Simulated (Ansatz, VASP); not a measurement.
**Ta in VASP and in Ansatz**

POSCAR

```
Ta
1.0
   -1.6441670000      1.6441670000      1.6441670000
    1.6441670000     -1.6441670000      1.6441670000
    1.6441670000      1.6441670000     -1.6441670000
Ta
1
Direct
    0.0000000000      0.0000000000      0.0000000000
```

Contents of INCAR.step1:

```
SYSTEM = Ta
ALGO     = Normal         ! electronic algorithm
EDIFF    = 1E-5           ! SCF threshold, eV
EDIFFG   = -0.005         ! ionic threshold
ENCUT    = 550            ! plane-wave cutoff, eV
GGA      = PE             ! functional
GGA_COMPAT= .FALSE.      
IBRION   = 2              ! ionic algorithm
ISIF     = 3              ! what is computed and relaxed
ISMEAR   = 0              ! smearing method
LASPH    = .TRUE.         ! aspherical terms in the spheres
LCHARG   = .FALSE.        ! write CHGCAR
LREAL    = .FALSE.        ! projectors in reciprocal space
LWAVE    = .TRUE.         ! write WAVECAR
NELM     = 120            ! most SCF steps
NELMIN   = 4            
NSW      = 100            ! ionic steps
PREC     = Accurate       ! precision mode
SIGMA    = 0.1541         ! smearing width, eV
```

The input INCAR.step2:

```
SYSTEM = Ta
ALGO     = Normal         ! electronic algorithm
EDIFF    = 1E-7           ! SCF threshold, eV
EDIFFG   = -0.01          ! ionic threshold
ENCUT    = 550            ! plane-wave cutoff, eV
GGA_COMPAT= .FALSE.      
IBRION   = 2              ! ionic algorithm
ISIF     = 3              ! what is computed and relaxed
ISMEAR   = 0              ! smearing method
ISTART   = 1            
LASPH    = .TRUE.         ! aspherical terms in the spheres
LCHARG   = .FALSE.        ! write CHGCAR
LMIXTAU  = .TRUE.       
LREAL    = .FALSE.        ! projectors in reciprocal space
LWAVE    = .FALSE.        ! write WAVECAR
METAGGA  = R2SCAN         ! meta-GGA
NELM     = 120            ! most SCF steps
NELMIN   = 4            
NSW      = 60             ! ionic steps
PREC     = Accurate       ! precision mode
SIGMA    = 0.1541         ! smearing width, eV
```

KPOINTS

```
k-points
0
G
  8 8 8
  0 0 0
```

Input for Ansatz:

```yaml
crystal:
  lattice:
    - [-1.644167, 1.644167, 1.644167]
    - [1.644167, -1.644167, 1.644167]
    - [1.644167, 1.644167, -1.644167]
  atoms:
    - { symbol: Ta, position: [0.0, 0.0, 0.0] }
  symmetry: { tolerance: 0.0003 }
kpoints:
  mp_grid: { grid: [8, 8, 8], shift: [0, 0, 0] }
magnetization:
  spin_polarized: false
scf:
  occupations: { method: gaussian, width: 0.1541 }
  n_extra_bands: 1
  convergence: { dr2_threshold: 1.0e-09 }
hamiltonian:
  pseudopotentials: { kind: paw }
  xc: r2scan
basis:
  ecutwfc: 500
output:
  forces: true
  stress: true
  eigenvalues: true
relax:
  max_steps: 40
  cell: {}
```

Alike in both runs: task relaxation of cell and atoms; functional r2SCAN; k mesh 8 × 8 × 8; occupations gaussian, width 0.1541 eV; no spin polarisation.

|  | VASP | Ansatz |
| --- | --- | --- |
| version | VASP 6.6.1 | Ansatz 0.2.0 |
| potentials or method | VASP PAW PBE potentials, release 64 (Ta_pv), cutoff 550 eV | PAW plane waves |
| valence electrons in the cell | 11 | 13 |

```tsv
	VASP	Ansatz	Ansatz less VASP
gap on the k mesh at the Fermi level, each at its own relaxed structure (eV)	none	none	-
relaxed volume (Å³/atom)	17.90	17.85	-0.056
relaxed cell length with the largest relative difference (Å)	2.854	2.851	-0.0030
```

VASP's potentials were made for PBE, not for r2SCAN. A gap of «none» marks a metal or a gap that the smearing closes. VASP's potentials hold 11 valence electrons a cell and Ansatz's 13, so a difference there can come from the potentials and not from the codes. Ansatz's warnings: stress scf threshold loose.

Neither program's run includes spin-orbit coupling.
